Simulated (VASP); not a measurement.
Set up this calculation in VASP 6.6.1, as the native input.

```yaml
Task: single point
Functional: PBE
Potentials_or_basis: VASP PAW PBE potentials, release 64 (Hg)
Cutoff: 500 eV
k_mesh: 8 × 8 × 8
Occupations: tetrahedron
Spin: no spin polarisation
Dipole_correction: no
Further_INCAR_settings: ALGO = Normal; EDIFF = 1e-06; NBANDS = 12
```

The structure of Hg lies in POSCAR:

```
Hg
1.0
    0.0000000000      2.3919113801      2.3919113801
    2.3919113801      0.0000000000      2.3919113801
    2.3919113801      2.3919113801      0.0000000000
Hg
1
Direct
    0.0000000000      0.0000000000      0.0000000000
```

These files were run (other wordings do the same):

INCAR

```
SYSTEM = Hg
PREC = Accurate ; ENCUT = 500
EDIFF = 1E-6 ; ISMEAR = -4
SIGMA = 0.1 ; LREAL = .FALSE.
LASPH = .TRUE. ; NELM = 120
ALGO = Normal ; ISIF = 2
LWAVE = .FALSE. ; LCHARG = .FALSE.
GGA = PE ; NBANDS = 12
GGA_COMPAT = .FALSE.
```

KPOINTS

```
Automatic mesh
0
G
  8 8 8
  0 0 0
```

Potentials or basis: VASP PAW PBE potentials, release 64 (Hg).

Command:

```bash
$ cat potpaw_PBE.64/Hg/POTCAR > POTCAR
$ mpirun -np 1 vasp_std > vasp.out
```

Results of the run:

- Pressure: 2.4 GPa
- Band gap on the k mesh: zero (band 6 reaches 1.58 eV, above the bottom of band 7 at 0.69 eV)

Caveat: spin-orbit coupling is left out, which moves the levels of the heavy elements.

Wall time 10 s on 1 thread of Intel(R) Xeon(R) Platinum 8259CL CPU @ 2.50GHz (Skylake/Cascade Lake), with other jobs on the host, peak memory 0.16 GiB.
